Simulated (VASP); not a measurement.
# B2Pb (P-6m2) in VASP: further runs

Runs on B2Pb. Level: PBE. Tasks: single point, relaxation of cell and atoms.

All numbers are computed with VASP 6.6.1; they aren't measurements. Logs are shortened: lines on timing, memory, paths and dates and some standing lists are left out, and cuts for length are marked.

## (1) The cell of the first run

Symmetry: P-6m2, No. 187, hexagonal system. The conventional cell has a = 3.240 Å, b = 3.240 Å, c = 9.557 Å, α = 90.00°, β = 90.00°, γ = 120.00°. B (site symmetry 3m) has 4 B at 1.57 to 2.03 Å within 2.1 Å. Within 3.5 Å of B (site symmetry -6m2) lie 6 Pb at 2.68 Å and 6 B at 3.24 Å. B (site symmetry -6m2) has 6 B at 2.03 Å within 2.7 Å. Within 3.5 Å of Pb (site symmetry 3m) lie 9 B at 2.68 to 3.42 Å and 6 Pb at 3.24 Å.

The cell was generated, and may not be a known phase.

## (2) Single point, PBE

Contents of INCAR:

```
  PREC = Accurate
  ENCUT = 520
  EDIFF = 1E-6
  ISMEAR = 0
  SIGMA = 0.1
  LREAL = False
  LASPH = True
  NELM = 100
  ALGO = Normal
  ISIF = 2
  LWAVE = False
  LCHARG = False
  GGA = PE
  NBANDS = 29
```

Contents of KPOINTS:

```
regular mesh
0
Gamma
  15 15 4
```

Contents of POSCAR:

```
B2Pb
1.0
    3.2398234676      0.0000000000      0.0000000000
   -1.6199117338      2.8057694267      0.0000000000
    0.0000000000      0.0000000000      9.5567971571
B Pb
4 2
Direct
    0.0000000000      0.0000000000      0.5819465976
    0.0000000000      0.0000000000      0.0000000000
    0.0000000000      0.0000000000      0.4180534024
    0.6666666667      0.3333333333      0.5000000000
    0.3333333333      0.6666666667      0.7995828234
    0.3333333333      0.6666666667      0.2004171766
```

Potentials or basis: VASP PAW PBE potentials, release 64 (B, Pb_d).

Command:

```console
> cat potpaw_PBE.64/B/POTCAR potpaw_PBE.64/Pb_d/POTCAR > POTCAR
> mpirun -np 1 vasp_std > vasp.out
```

OUTCAR:

```text
PREC = Accurate
   ENCUT = 520
   EDIFF = 1E-6
   ISMEAR = 0
   LREAL = False
   LASPH = True
   NELM = 100
   ISIF = 2
   GGA = PE

 ion  position               nearest neighbor table
   1  0.000  0.000  0.582-   3 1.57   4 2.03   4 2.03   4 2.03   5 2.80   5 2.80   5 2.80
   2  0.000  0.000  0.000-   5 2.68   6 2.68   5 2.68   6 2.68   5 2.68   6 2.68
   3  0.000  0.000  0.418-   1 1.57   4 2.03   4 2.03   4 2.03   6 2.80   6 2.80   6 2.80
   4  0.667  0.333  0.500-   1 2.03   3 2.03   1 2.03   3 2.03   1 2.03   3 2.03
   5  0.333  0.667  0.800-   2 2.68   2 2.68   2 2.68   1 2.80   1 2.80   1 2.80   6 3.83
   6  0.333  0.667  0.200-   2 2.68   2 2.68   2 2.68   3 2.80   3 2.80   3 2.80   5 3.83

  LATTYP: Found a hexagonal cell.
 ALAT       =     3.2398234676
 C/A-ratio  =     2.9497894724

  Lattice vectors:

 A1 = (   3.2398234676,   0.0000000000,   0.0000000000)
 A2 = (  -1.6199117338,   2.8057694267,   0.0000000000)
 A3 = (   0.0000000000,   0.0000000000,   9.5567971571)

Analysis of symmetry for initial positions (statically):
=====================================================================
 Subroutine PRICEL returns:
 Original cell was already a primitive cell.

 Routine SETGRP: Setting up the symmetry group for a
 hexagonal supercell.

 Subroutine GETGRP returns: Found 12 space group operations
 (whereof 12 operations were pure point group operations)
 out of a pool of 24 trial point group operations.

The static configuration has the point symmetry D_3h.

Analysis of symmetry for dynamics (positions and initial velocities):
=====================================================================
 Subroutine PRICEL returns:
 Original cell was already a primitive cell.

 Routine SETGRP: Setting up the symmetry group for a
 hexagonal supercell.

 Subroutine GETGRP returns: Found 12 space group operations
 (whereof 12 operations were pure point group operations)
 out of a pool of 24 trial point group operations.

The dynamic configuration has the point symmetry D_3h.

 Subroutine INISYM returns: Found 12 space group operations
 (whereof 12 operations are pure point group operations),
 and found     1 'primitive' translations

----------------------------------------------------------------------------------------

                                     Primitive cell

  volume of cell :      86.8732

  direct lattice vectors                    reciprocal lattice vectors
     3.239823468  0.000000000  0.000000000     0.308658793  0.178204237  0.000000000
    -1.619911734  2.805769427  0.000000000     0.000000000  0.356408474  0.000000000
     0.000000000  0.000000000  9.556797157     0.000000000  0.000000000  0.104637567

  length of vectors
     3.239823468  3.239823468  9.556797157     0.356408474  0.356408474  0.104637567

  position of ions in fractional coordinates (direct lattice)
     0.000000000  0.000000000  0.581946598
     0.000000000  0.000000000  0.000000000
     0.000000000  0.000000000  0.418053402
     0.666666667  0.333333333  0.500000000
     0.333333333  0.666666667  0.799582823
     0.333333333  0.666666667  0.200417177

  ion indices of the primitive-cell ions
   primitive index   ion index
                 1           1
                 2           2
                 3           3
                 4           4
                 5           5
                 6           6

----------------------------------------------------------------------------------------

 KPOINTS: regular mesh

Automatic generation of k-mesh.
 Grid dimensions read from file:
 generate k-points for:   15   15    4

 Generating k-lattice:

  Cartesian coordinates                     Fractional coordinates (reciprocal lattice)
     0.020577253  0.011880282  0.000000000     0.066666667  0.000000000  0.000000000
     0.000000000  0.023760565  0.000000000     0.000000000  0.066666667  0.000000000
     0.000000000  0.000000000  0.026159392     0.000000000  0.000000000  0.250000000

  Length of vectors
     0.023760565  0.023760565  0.026159392

  Shift w.r.t. Gamma in fractional coordinates (k-lattice)
     0.000000000  0.000000000  0.000000000

 Subroutine IBZKPT returns following result:
 ===========================================

 Found     81 irreducible k-points:

 Following reciprocal coordinates:
            Coordinates               Weight
  0.000000  0.000000  0.000000      1.000000
  0.066667  0.000000  0.000000      6.000000
  0.133333  0.000000  0.000000      6.000000
  0.200000  0.000000  0.000000      6.000000
  0.266667  0.000000  0.000000      6.000000
  0.333333  0.000000  0.000000      6.000000
[... 16 lines left out ...]
  0.333333  0.200000  0.000000     12.000000
  0.400000  0.200000  0.000000      6.000000
 [... further k-points ...]
   k-points           NKPTS =     81   k-points in BZ     NKDIM =     81   number of bands    NBANDS=     29
   number of dos      NEDOS =    301   number of ions     NIONS =      6
   total plane-waves  NPLWV =  41472
   dimension x,y,z NGX =    24 NGY =   24 NGZ =   72
   dimension x,y,z NGXF=    48 NGYF=   48 NGZF=  144
   ions per type =               4   2
   NGX,Y,Z   is equivalent  to a cutoff of  12.32, 12.32, 12.52 a.u.
   NGXF,Y,Z  is equivalent  to a cutoff of  24.63, 24.63, 25.05 a.u.
 SYSTEM =  unknown system
   PREC   = accura    normal or accurate (medium, high low for compatibility)
   ISTART =      0    job   : 0-new  1-cont  2-samecut
   ICHARG =      2    charge: 1-file 2-atom 10-const
   ISPIN  =      1    spin polarized calculation?
   LNONCOLLINEAR =      F non collinear calculations
   LSORBIT =      F    spin-orbit coupling
   LASPH  =      T    aspherical Exc in radial PAW
   ENCUT  =  520.0 eV  38.22 Ry    6.18 a.u.   6.02  6.02 17.77*2*pi/ulx,y,z
   NELM   =    100;   NELMIN=  2; NELMDL= -5     # of ELM steps
   EDIFF  = 0.1E-05   stopping-criterion for ELM
   LREAL  =      F    real-space projection
[... 7 lines left out ...]
   TEBEG  =    0.0;   TEEND  =   0.0 temperature during run
   PSTRESS=    0.0 pullay stress
   NELECT =      40.0000    total number of electrons
   NUPDOWN=      -1.0000    fix difference up-down
   EMIN   =  10.00;   EMAX   =-10.00  energy-range for DOS
   EFERMI =   0.00;   METHOD = LEGACY
   ISMEAR =     0;   SIGMA  =   0.10  broadening in eV -4-tet -1-fermi 0-gaus
   EFERMI_NEDOS =   21; number of points for ismear=-14 and -15
   IALGO  =     38    algorithm
   IMIX   =      4    mixing-type and parameters
     AMIX     =   0.40;   BMIX     =  1.00
     AMIX_MAG =   1.60;   BMIX_MAG =  1.00
  volume/ion in A,a.u.               =      14.48        97.71
  Fermi-wavevector in a.u.,A,eV,Ry     =   1.264153  2.388903 21.743232  1.598082
  Thomas-Fermi vector in A             =   2.397473
   LORBIT       =      0    0 simple, 1 ext, 2 COOP (PROOUT), +10 PAW based schemes
   GGA     = PE    functional components
   LHFCALC =     F    Hartree Fock is set to
   AEXX    =    0.0000 exact exchange contribution
   IVDW    =     0    specifies the selected vdW correction
   LEPSILON=     F    determine dielectric tensor
   LRPA    =     F    only Hartree local field effects (RPA)
 non-spin polarized calculation
 Gauss-broadening in eV      SIGMA  =   0.10
  energy-cutoff  :      520.00
  volume of cell :       86.87
 maximum number of plane-waves:      2370
   NGX = 13   NGY = 13   NGZ = 35

 number of electron      39.9999998 magnetization

 Free energy of the ion-electron system (eV)
  ---------------------------------------------------
  ext. energy  EPLUGINS =         0.00000000
  ---------------------------------------------------
  free energy    TOTEN  =       -26.84889153 eV

  energy without entropy =      -26.83925099  energy(sigma->0) =      -26.84407126

 E-fermi :   7.3628     XC(G=0): -11.0567

 val. band max:        7.3543438294   @ k =   0.4000   0.0000   0.0000
 cond. band min:       7.3789251254   @ k =   0.4667   0.0667   0.2500
 fundamental gap:      0.0245812960
 Fermi energy:         7.3627600601

 k-point     1 :       0.0000    0.0000    0.0000
  band No.  band energies     occupation
      1      -9.8593      2.00000
      2      -9.8301      2.00000
      3      -9.8301      2.00000
      4      -9.8254      2.00000
      5      -9.8254      2.00000
      6      -9.8095      2.00000
[... 21 lines left out ...]
     28      15.7879      0.00000
     29      16.2755      0.00000

 k-point     2 :       0.0667    0.0000    0.0000
  band No.  band energies     occupation
      1      -9.8505      2.00000
      2      -9.8335      2.00000
      3      -9.8294      2.00000
      4      -9.8103      2.00000
      5      -9.8056      2.00000
      6      -9.7905      2.00000
[... 21 lines left out ...]
     28      15.3837      0.00000
     29      15.4212      0.00000

 k-point     3 :       0.1333    0.0000    0.0000
  band No.  band energies     occupation
      1      -9.8706      2.00000
      2      -9.8600      2.00000
      3      -9.7837      2.00000
      4      -9.7536      2.00000
      5      -9.7493      2.00000
      6      -9.7342      2.00000
[... 21 lines left out ...]
     28      14.0291      0.00000
     29      14.1589      0.00000

 k-point     4 :       0.2000    0.0000    0.0000
  band No.  band energies     occupation
      1      -9.9088      2.00000
      2      -9.8996      2.00000
      3      -9.7110      2.00000
      4      -9.6690      2.00000
      5      -9.6651      2.00000
      6      -9.6539      2.00000
[... 597 lines left out ...]
     28      13.3604      0.00000
     29      14.7208      0.00000

 k-point    23 :       0.3333    0.2000    0.0000
  band No.  band energies     occupation
      1      -9.8657      2.00000
      2      -9.8566      2.00000
      3      -9.7569      2.00000
      4      -9.7059      2.00000
      5      -9.5996      2.00000
      6      -9.5653      2.00000
[... 21 lines left out ...]
     28      13.2720      0.00000
     29      14.7575      0.00000

 k-point    24 :       0.4000    0.2000    0.0000
  band No.  band energies     occupation
      1      -9.8684      2.00000
      2      -9.8590      2.00000
      3      -9.7627      2.00000
      4      -9.7114      2.00000
      5      -9.6071      2.00000
      6      -9.5721      2.00000
[... 21 lines left out ...]
     28      13.2393      0.00000
     29      14.5940      0.00000

 [... further k-points ...]

------------------------ aborting loop because EDIFF is reached ----------------------------------------

  FORCE on cell =-STRESS in cart. coord.  units (eV):
  Direction    XX          YY          ZZ          XY          YZ          ZX
  --------------------------------------------------------------------------------------
  -------------------------------------------------------------------------------------
  Total       -0.0351642     -0.0351642      0.0085477      0.0000000     -0.0000000      0.0000000
  in kB       -0.6485226     -0.6485226      0.1576432      0.0000000     -0.0000000      0.0000000
  external PRESSURE =      -0.3798007 kB  Pullay stress =       0.0000000 kB

 VOLUME and BASIS-vectors are now :
 -----------------------------------------------------------------------------
  energy-cutoff  :      520.00
  volume of cell :       86.87
      direct lattice vectors                 reciprocal lattice vectors
     3.239823468  0.000000000  0.000000000     0.308658793  0.178204237  0.000000000
    -1.619911734  2.805769427  0.000000000     0.000000000  0.356408474  0.000000000
     0.000000000  0.000000000  9.556797157     0.000000000  0.000000000  0.104637567

 POSITION                                       TOTAL-FORCE (eV/Angst)
 -----------------------------------------------------------------------------------
      0.00000      0.00000      5.56155        -0.000000      0.000000      0.018911
      0.00000      0.00000      0.00000        -0.000000      0.000000      0.000000
      0.00000      0.00000      3.99525        -0.000000      0.000000     -0.018911
      1.61991      0.93526      4.77840        -0.000000      0.000000      0.000000
     -0.00000      1.87051      7.64145         0.000000     -0.000000     -0.001506
     -0.00000      1.87051      1.91535         0.000000     -0.000000      0.001506
 -----------------------------------------------------------------------------------
    total drift:                                0.000000     -0.000000     -0.000000

  FREE ENERGIE OF THE ION-ELECTRON SYSTEM (eV)
  ---------------------------------------------------
  free  energy   TOTEN  =       -26.8488915346 eV

  energy  without entropy=      -26.8392509886  energy(sigma->0) =      -26.84407126
```

Run time: 86 s. Hardware: 1 thread of AMD EPYC 9R45 (Zen 5), shared host; peak memory 0.27 GiB.

Results:

| Quantity | Value |
| --- | --- |
| Free energy | -26.8489 eV |
| Pressure | 0.0 GPa |
| Largest force | 0.019 eV/Å |
| Band gap on the k mesh | zero (bands 20 and 21 overlap by 4.47 eV) |

Forces on the atoms (eV/Å):
```
B    0.000  0.000  0.019
B    0.000  0.000  0.000
B    0.000  0.000 -0.019
B    0.000  0.000  0.000
Pb   0.000  0.000 -0.002
Pb   0.000  0.000  0.002
```

Stress tensor (GPa, compression positive):
```
-0.06  0.00  0.00
 0.00 -0.06  0.00
 0.00  0.00  0.02
```

Caveat: spin-orbit coupling is left out, which moves the levels of the heavy elements.

## (3) Relaxation of cell and atoms, PBE

This run uses another cell than the first one, of 14.56 Å³/atom.

Contents of INCAR:

```
SYSTEM = B2Pb
PREC     = Accurate       ! precision mode
ENCUT    = 600            ! plane-wave cutoff, eV
EDIFF    = 1E-6           ! SCF threshold, eV
ISMEAR   = 0              ! smearing method
SIGMA    = 0.1            ! smearing width, eV
LREAL    = .False.        ! projectors in reciprocal space
LASPH    = .True.         ! aspherical terms in the spheres
NELM     = 100            ! most SCF steps
ALGO     = Normal         ! electronic algorithm
ISIF     = 3              ! what is computed and relaxed
LWAVE    = .False.        ! write WAVECAR
LCHARG   = .False.        ! write CHGCAR
GGA      = PE             ! functional
IBRION   = 2              ! ionic algorithm
NSW      = 100            ! ionic steps
EDIFFG   = -0.01          ! ionic threshold
```

Contents of KPOINTS:

```
regular mesh
0
Gamma
  15 15 4
  0 0 0
```

Contents of POSCAR:

```
B2Pb
1.0
    3.2285010379      0.0000000000      0.0000000000
   -1.6142505190      2.7959639150      0.0000000000
    0.0000000000      0.0000000000      9.6748548669
B Pb
4 2
Direct
    0.0000000000      0.0000000000      0.5806077357
    0.0000000000      0.0000000000      0.0000000000
    0.0000000000      0.0000000000      0.4193922643
    0.6666666667      0.3333333333      0.5000000000
    0.3333333333      0.6666666667      0.7968172005
    0.3333333333      0.6666666667      0.2031827995
```

Potentials or basis: VASP PAW PBE potentials, release 64 (B, Pb_d).

Command:

```console
> cat potpaw_PBE.64/B/POTCAR potpaw_PBE.64/Pb_d/POTCAR > POTCAR
> mpirun -np 1 vasp_std > vasp.out
```

It took 15 min on 1 thread of AMD EPYC 9R45 (Zen 5), shared host; peak memory 0.35 GiB.

The run converged. Its results:

* Free energy: -26.8518 eV
* Relaxed volume: 14.47 Å³/atom
* Relaxed cell: a = 3.239 Å, b = 3.239 Å, c = 9.558 Å, α = 90.00°, β = 90.00°, γ = 120.00°
* Space group after relaxing (to 0.1 Å): P-6m2 (No. 187)
* Energy gained by relaxing: 0.9 meV/atom
* Ionic steps: 17
* Pressure after relaxing: 0.0 GPa
* Largest force after relaxing: 0.009 eV/Å
* Band gap on the k mesh: zero (bands 20 and 21 overlap by 4.48 eV)

Forces on the atoms (eV/Å):
```
B    0.000  0.000  0.009
B    0.000  0.000  0.000
B    0.000  0.000 -0.009
B    0.000  0.000  0.000
Pb   0.000  0.000  0.002
Pb   0.000  0.000 -0.002
```

The path:
```csv
step,energy change (eV),largest force (eV/Å),pressure (GPa),volume (Å³)
1,0.0000,0.1544,-0.12,87.33
2,-0.0012,0.1680,-0.24,87.20
3,-0.0013,0.0972,-0.21,87.23
4,-0.0026,0.0805,-0.10,87.08
5,-0.0049,0.0349,0.29,86.62
6,-0.0049,0.0251,0.41,86.49
7,-0.0056,0.0168,0.17,86.73
8,-0.0056,0.0338,0.00,86.88
9,-0.0056,0.0279,0.02,86.84
10,-0.0056,0.0242,0.05,86.81
11,-0.0056,0.0259,0.05,86.82
12,-0.0056,0.0270,0.05,86.83
13,-0.0056,0.0384,-0.04,86.89
14,-0.0056,0.0135,-0.03,86.86
15,-0.0057,0.0120,0.00,86.85
16,-0.0057,0.0174,0.02,86.84
17,-0.0057,0.0090,0.03,86.85
```

Final structure:
```yaml
crystal:
  lattice:
    - [3.23915, 0.00000, 0.00000]
    - [-1.61957, 2.80519, 0.00000]
    - [0.00000, 0.00000, 9.55806]
  atoms:
    - { symbol: B, position: [0.00000, 0.00000, 0.58194] }
    - { symbol: B, position: [0.00000, 0.00000, 0.00000] }
    - { symbol: B, position: [0.00000, 0.00000, 0.41806] }
    - { symbol: B, position: [0.66667, 0.33333, 0.50000] }
    - { symbol: Pb, position: [0.33333, 0.66667, 0.79948] }
    - { symbol: Pb, position: [0.33333, 0.66667, 0.20052] }
```

Levels at points of the mesh, in eV from the Fermi level:
| k point | band 17 | band 18 | band 19 | band 20 | band 21 | band 22 | band 23 | band 24 |
| --- | --- | --- | --- | --- | --- | --- | --- | --- |
| (0.00, 0.00, 0.00) | -0.99 | 0.18 | 0.57 | 2.86 | 2.86 | 4.08 | 4.95 | 4.95 |
| (0.00, 0.00, 0.50) | -0.99 | -0.99 | 2.45 | 2.86 | 2.86 | 4.56 | 4.88 | 4.92 |

Caveat: spin-orbit coupling is left out, which moves the levels of the heavy elements.

[end of part 1 of 2]

The gap in the log of VASP goes by the Fermi energy; the results here count the filled bands.